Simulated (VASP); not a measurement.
Al2InN3: single point with PBE

The system is Al2InN3.

```
Al In N
1.0
     5.08953   -2.84974    0.00000
     5.08953    2.84974    0.00000
     0.00000    0.00000    5.43373
Al In N
4 2 6
Cartesian
  1.7473 0.9302 5.3889
  8.4318 0.9302 5.3889
  8.4318 -0.9302 2.6720
  1.7473 -0.9302 2.6720
  5.0895 1.0141 5.3631
  5.0895 -1.0141 2.6462
  1.8851 0.8460 1.9328
  8.2940 0.8460 1.9328
  8.2940 -0.8460 4.6496
  1.8851 -0.8460 4.6496
  5.0895 1.1500 2.2068
  5.0895 -1.1500 4.9237
```

| Item | Value |
| --- | --- |
| Program | VASP 6.6.1 |
| Task | single point |
| Functional | PBE |
| Potentials or basis | VASP PAW PBE potentials, release 64 (Al, In_d, N) |
| Cutoff | 520 eV |
| k mesh | 6 × 6 × 6 |
| Occupations | gaussian, width 0.05 eV |
| Spin | no spin polarisation |

```yaml
Pressure: -11.0 GPa
Largest_force: 0.216 eV/Å
Band_gap_on_the_k_mesh: 1.72 eV
```

Forces in eV/Å, atoms in the order of the input:
```
Al  -0.031  0.119  0.081
Al   0.031  0.119  0.081
Al   0.031 -0.119  0.081
Al  -0.031 -0.119  0.081
In   0.000  0.156  0.099
In   0.000 -0.156  0.099
N   -0.015  0.164 -0.096
N    0.015  0.164 -0.096
N    0.015 -0.164 -0.096
N   -0.015 -0.164 -0.096
N    0.000  0.204 -0.069
N    0.000 -0.204 -0.069
```

Stress tensor (GPa, compression positive):
```
-13.18   0.00   0.00
  0.00  -6.81   0.00
  0.00   0.00 -13.00
```

Levels at points of the mesh, in eV from the valence-band top:
```csv
k point,band 30,band 31,band 32,band 33,band 34,band 35,band 36,band 37,band 38,band 39
"(0.00, 0.00, 0.00)",-0.60,-0.49,-0.10,-0.03,0.00,1.72,3.92,5.09,5.45,7.10
"(0.50, 0.00, 0.00)",-0.78,-0.67,-0.56,-0.52,-0.24,3.81,4.09,5.45,5.58,6.35
"(0.50, 0.50, 0.00)",-0.94,-0.68,-0.48,-0.45,-0.36,3.49,4.23,4.98,5.77,5.80
"(0.00, 0.00, 0.50)",-0.41,-0.38,-0.38,-0.13,-0.13,3.78,3.78,6.26,6.26,6.34
"(0.50, 0.00, 0.50)",-1.22,-0.79,-0.79,-0.52,-0.52,4.13,4.13,5.19,5.19,5.46
"(0.50, 0.50, 0.50)",-1.12,-0.84,-0.84,-0.63,-0.63,4.16,4.16,5.13,5.13,5.56
```

It took 10 min on 1 thread of Oxide Virtual Turin-like Processor (shared host), peak memory 0.45 GiB.

Caveat: the stress differs along the axes, from -13 to -7 GPa; spin-orbit coupling is left out, which moves the levels of the heavy elements.
